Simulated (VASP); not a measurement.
Crystal: SiO2.

```
CELL_PARAMETERS angstrom
0.00000 2.26417 2.26417
2.26417 0.00000 2.26417
2.26417 2.26417 0.00000
ATOMIC_POSITIONS crystal
Si 0.00000 0.00000 0.00000
O 0.25000 0.25000 0.25000
O 0.75000 0.75000 0.75000
```

Base run:

```yaml
Program: VASP 6.6.1
Functional: r2SCAN
Potentials_or_basis: VASP PAW PBE potentials, release 64 (Si, O)
Cutoff: 520 eV
k_mesh: 10 × 10 × 10
Occupations: gaussian, width 0.01 eV
Spin: no spin polarisation
```

Its results: band gap on the k mesh 2.68 eV; pressure 0.6 GPa.

Question: The run is repeated on the same cell with these changes: functional from r2SCAN to PBE; occupations from gaussian, width 0.01 eV to fermi-dirac, width 0.02 eV. What comes out?

Answer: Band gap on the k mesh 2.06 eV; pressure 10.3 GPa.

Caveats: the PAW data sets were made with another functional, which shifts forces and pressure a little (at least some runs); the cell stands under pressure (at least some runs).

A k mesh can miss the band edges.
